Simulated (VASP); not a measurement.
# CdW3 (P6_3/mmc) in VASP: single point with PBE

Aim: the single point of CdW3 with PBE.

All numbers are computed with VASP 6.6.1; they aren't measurements. Logs are shortened: lines on timing, memory, paths and dates and some standing lists are left out, and cuts for length are marked.

**1. The cell of the first run**

Symmetry: P6_3/mmc, No. 194, hexagonal system. Conventional cell: a = 5.825 Å, b = 5.825 Å, c = 4.667 Å, α = 90.00°, β = 90.00°, γ = 120.00°. Cd (site symmetry -6m2) has 12 W at 2.92 to 2.96 Å within 3.8 Å. Within 3.5 Å of W (site symmetry mm2) lie 8 W at 2.67 to 3.15 Å and 4 Cd at 2.92 to 2.96 Å.

**2. Single point, PBE**

Input file INCAR:

```
  ALGO = Fast
  EDIFF = 1E-6
  ENCUT = 520
  GGA = PE
  ISIF = 2
  ISMEAR = 0
  LASPH = T
  LCHARG = F
  LREAL = F
  LWAVE = F
  NBANDS = 64
  NELM = 80
  PREC = Accurate
  SIGMA = 0.1
```

Input file KPOINTS:

```
k-points
0
Gamma
  9 9 8
```

Input file POSCAR:

```
CdW3
1.0
    5.8251710104      0.0000000000      0.0000000000
   -2.9125855052      5.0447460764      0.0000000000
    0.0000000000      0.0000000000      4.6666977377
Cd W
2 6
Direct
    0.3333333333      0.6666666667      0.2500000000
    0.6666666667      0.3333333333      0.7500000000
    0.8470464546      0.6940929092      0.2500000000
    0.1529535454      0.8470464546      0.7500000000
    0.3059070908      0.1529535454      0.2500000000
    0.1529535454      0.3059070908      0.7500000000
    0.8470464546      0.1529535454      0.2500000000
    0.6940929092      0.8470464546      0.7500000000
```

Potentials or basis: VASP PAW PBE potentials, release 64 (Cd, W_sv).

On the command line:

```
$ cat potpaw_PBE.64/Cd/POTCAR potpaw_PBE.64/W_sv/POTCAR > POTCAR
$ mpirun -np 1 vasp_std > vasp.out
```

OUTCAR:

```text
EDIFF = 1E-6
   ENCUT = 520
   GGA = PE
   ISIF = 2
   ISMEAR = 0
   LASPH = T
   LREAL = F
   NELM = 80
   PREC = Accurate

 ion  position               nearest neighbor table
   1  0.333  0.667  0.250-   3 2.92   5 2.92   7 2.92   7 2.92   3 2.92   5 2.92   4 2.96   4 2.96
                             8 2.96   8 2.96   6 2.96   6 2.96
   2  0.667  0.333  0.750-   6 2.92   8 2.92   4 2.92   4 2.92   6 2.92   8 2.92   7 2.96   7 2.96
                             5 2.96   5 2.96   3 2.96   3 2.96
   3  0.847  0.694  0.250-   5 2.67   7 2.67   8 2.80   8 2.80   4 2.80   4 2.80   1 2.92   1 2.92
                             2 2.96   2 2.96   7 3.15   5 3.15
   4  0.153  0.847  0.750-   8 2.67   6 2.67   3 2.80   3 2.80   5 2.80   5 2.80   2 2.92   2 2.92
                             1 2.96   1 2.96   8 3.15   6 3.15
   5  0.306  0.153  0.250-   7 2.67   3 2.67   6 2.80   6 2.80   4 2.80   4 2.80   1 2.92   1 2.92
                             2 2.96   2 2.96   7 3.15   3 3.15
   6  0.153  0.306  0.750-   4 2.67   8 2.67   5 2.80   5 2.80   7 2.80   7 2.80   2 2.92   2 2.92
                             1 2.96   1 2.96   4 3.15   8 3.15
   7  0.847  0.153  0.250-   5 2.67   3 2.67   6 2.80   6 2.80   8 2.80   8 2.80   1 2.92   1 2.92
                             2 2.96   2 2.96   5 3.15   3 3.15
   8  0.694  0.847  0.750-   4 2.67   6 2.67   3 2.80   3 2.80   7 2.80   7 2.80   2 2.92   2 2.92
                             1 2.96   1 2.96   4 3.15   6 3.15

  LATTYP: Found a hexagonal cell.
 ALAT       =     5.8251710104
 C/A-ratio  =     0.8011263067

  Lattice vectors:

 A1 = (   5.8251710104,   0.0000000000,   0.0000000000)
 A2 = (  -2.9125855052,   5.0447460764,   0.0000000000)
 A3 = (   0.0000000000,   0.0000000000,   4.6666977377)

Analysis of symmetry for initial positions (statically):
=====================================================================
 Subroutine PRICEL returns:
 Original cell was already a primitive cell.

 Routine SETGRP: Setting up the symmetry group for a
 hexagonal supercell.

 Subroutine GETGRP returns: Found 24 space group operations
 (whereof 12 operations were pure point group operations)
 out of a pool of 24 trial point group operations.

The static configuration has the point symmetry D_3d.
 The point group associated with its full space group is D_6h.

Analysis of symmetry for dynamics (positions and initial velocities):
=====================================================================
 Subroutine PRICEL returns:
 Original cell was already a primitive cell.

 Routine SETGRP: Setting up the symmetry group for a
 hexagonal supercell.

 Subroutine GETGRP returns: Found 24 space group operations
 (whereof 12 operations were pure point group operations)
 out of a pool of 24 trial point group operations.

[... 126 lines left out ...]
   EMIN   =  10.00;   EMAX   =-10.00  energy-range for DOS
   EFERMI =   0.00;   METHOD = LEGACY
   ISMEAR =     0;   SIGMA  =   0.10  broadening in eV -4-tet -1-fermi 0-gaus
   EFERMI_NEDOS =   21; number of points for ismear=-14 and -15
   IALGO  =     68    algorithm
   IMIX   =      4    mixing-type and parameters
     AMIX     =   0.40;   BMIX     =  1.00
     AMIX_MAG =   1.60;   BMIX_MAG =  1.00
  volume/ion in A,a.u.               =      17.14       115.68
  Fermi-wavevector in a.u.,A,eV,Ry     =   1.511809  2.856904 31.097010  2.285566
  Thomas-Fermi vector in A             =   2.621817
   LORBIT       =      0    0 simple, 1 ext, 2 COOP (PROOUT), +10 PAW based schemes
   GGA     = PE    functional components
   LHFCALC =     F    Hartree Fock is set to
   AEXX    =    0.0000 exact exchange contribution
   IVDW    =     0    specifies the selected vdW correction
   LEPSILON=     F    determine dielectric tensor
   LRPA    =     F    only Hartree local field effects (RPA)
 non-spin polarized calculation
 RMM-DIIS sequential band-by-band and
 Gauss-broadening in eV      SIGMA  =   0.10
  energy-cutoff  :      520.00
  volume of cell :      137.14
 maximum number of plane-waves:      3729
 NGX is ok and might be reduce to    48
   NGX = 21   NGY = 21   NGZ = 17

 number of electron     108.0000023 magnetization

 Free energy of the ion-electron system (eV)
  ---------------------------------------------------
  ext. energy  EPLUGINS =         0.00000000
  ---------------------------------------------------
  free energy    TOTEN  =       -75.07550845 eV

  energy without entropy =      -75.05108770  energy(sigma->0) =      -75.06329807

 E-fermi :   8.4877     XC(G=0): -12.9445

 val. band max:        8.4834760679   @ k =   0.1111   0.1111   0.2500
 cond. band min:       8.4906104660   @ k =   0.3333  -0.0000   0.1250
 fundamental gap:      0.0071343981
 Fermi energy:         8.4876968654

 k-point     1 :       0.0000    0.0000    0.0000
  band No.  band energies     occupation
      1     -65.3138      2.00000
      2     -65.2249      2.00000
      3     -65.2249      2.00000
      4     -65.2232      2.00000
      5     -65.1801      2.00000
      6     -65.1801      2.00000
[... 1597 lines left out ...]
     63      10.8116      0.00000
     64      10.8291      0.00000

 [... further k-points ...]

------------------------ aborting loop because EDIFF is reached ----------------------------------------

  FORCE on cell =-STRESS in cart. coord.  units (eV):
  Direction    XX          YY          ZZ          XY          YZ          ZX
  --------------------------------------------------------------------------------------
  -------------------------------------------------------------------------------------
  Total        0.6362948      0.6362948      0.5661924      0.0000000      0.0000000      0.0000000
  in kB        7.4338070      7.4338070      6.6148034      0.0000000      0.0000000      0.0000000
  external PRESSURE =       7.1608058 kB  Pullay stress =       0.0000000 kB

 VOLUME and BASIS-vectors are now :
 -----------------------------------------------------------------------------
  energy-cutoff  :      520.00
  volume of cell :      137.14
      direct lattice vectors                 reciprocal lattice vectors
     5.825171010  0.000000000  0.000000000     0.171668780  0.099113016  0.000000000
    -2.912585505  5.044746076  0.000000000     0.000000000  0.198226033  0.000000000
     0.000000000  0.000000000  4.666697738     0.000000000  0.000000000  0.214284288

 POSITION                                       TOTAL-FORCE (eV/Angst)
 -----------------------------------------------------------------------------------
     -0.00000      3.36316      1.16667         0.000000      0.000000      0.000000
      2.91259      1.68158      3.50002         0.000000     -0.000000      0.000000
      2.91259      3.50152      1.16667         0.000000     -0.003775      0.000000
     -1.57611      4.27313      3.50002         0.003269     -0.001888      0.000000
      1.33647      0.77161      1.16667         0.003269      0.001888     -0.000000
      0.00000      1.54322      3.50002         0.000000      0.003775     -0.000000
      4.48870      0.77161      1.16667        -0.003269      0.001888      0.000000
      1.57611      4.27313      3.50002        -0.003269     -0.001888     -0.000000
 -----------------------------------------------------------------------------------
    total drift:                               -0.000000      0.000000      0.000000

  FREE ENERGIE OF THE ION-ELECTRON SYSTEM (eV)
  ---------------------------------------------------
  free  energy   TOTEN  =       -75.0755084476 eV

  energy  without entropy=      -75.0510876956  energy(sigma->0) =      -75.06329807
```

OSZICAR:

```text
N       E                     dE             d eps       ncg     rms          rms(c)
DAV:   1     0.147820398172E+04    0.14782E+04   -0.61997E+04  7680   0.194E+03
DAV:   2     0.227141377802E+02   -0.14555E+04   -0.14242E+04  7696   0.626E+02
DAV:   3    -0.758913875939E+02   -0.98606E+02   -0.93331E+02  8928   0.153E+02
DAV:   4    -0.796643064620E+02   -0.37729E+01   -0.36867E+01  9144   0.249E+01
DAV:   5    -0.797597594926E+02   -0.95453E-01   -0.95022E-01  9352   0.372E+00    0.445E+01
RMM:   6    -0.757272309434E+02    0.40325E+01   -0.88652E+00  8284   0.132E+01    0.197E+01
RMM:   7    -0.750838160242E+02    0.64341E+00   -0.43412E+00  8385   0.839E+00    0.281E+00
RMM:   8    -0.750734156906E+02    0.10400E-01   -0.41059E-01  9646   0.237E+00    0.144E+00
RMM:   9    -0.750743812696E+02   -0.96558E-03   -0.12200E-01 10143   0.120E+00    0.442E-01
RMM:  10    -0.750749643872E+02   -0.58312E-03   -0.19021E-02  9918   0.606E-01    0.200E-01
RMM:  11    -0.750754392007E+02   -0.47481E-03   -0.60203E-03 11088   0.302E-01    0.545E-02
RMM:  12    -0.750754874901E+02   -0.48289E-04   -0.87401E-04 10452   0.131E-01    0.263E-02
RMM:  13    -0.750755033310E+02   -0.15841E-04   -0.22363E-04 10734   0.638E-02    0.629E-03
RMM:  14    -0.750755065594E+02   -0.32284E-05   -0.45053E-05  9692   0.315E-02    0.964E-03
RMM:  15    -0.750755078168E+02   -0.12574E-05   -0.16086E-05  8965   0.179E-02    0.265E-03
RMM:  16    -0.750755084476E+02   -0.63077E-06   -0.35145E-06  6316   0.847E-03
   1 F= -.75075508E+02 E0= -.75063298E+02  d E =-.244208E-01
```

stdout:

```text
POSCAR found type information on POSCAR CdW
 POSCAR found :  2 types and       8 ions
 scaLAPACK will be used
 LDA part: xc-table for (Slater+PW92), standard interpolation
 POSCAR, INCAR and KPOINTS ok, starting setup
 FFT: planning ... GRIDC
 FFT: planning ... GRID_SOFT
 FFT: planning ... GRID
 WAVECAR not read
 entering main loop
WARNING in EDDRMM: call to ZHEGV failed, returncode =   8  4     58
```

Wall time 12 min (1 thread of Intel Xeon 8259CL, shared host); peak memory 0.54 GiB.

Results:

```yaml
Free_energy: -75.0755 eV
Pressure: 0.7 GPa
Largest_force: 0.004 eV/Å
Band_gap_on_the_k_mesh: zero (bands 54 and 55 overlap by 0.75 eV)
```

Forces on the atoms (eV/Å):
```
Cd   0.000  0.000  0.000
Cd   0.000  0.000  0.000
W    0.000 -0.004  0.000
W    0.003 -0.002  0.000
W    0.003  0.002  0.000
W    0.000  0.004  0.000
W   -0.003  0.002  0.000
W   -0.003 -0.002  0.000
```

Stress tensor (GPa, compression positive):
```
0.74 0.00 0.00
0.00 0.74 0.00
0.00 0.00 0.66
```

Caveat: spin-orbit coupling is left out, which moves the levels of the heavy elements.
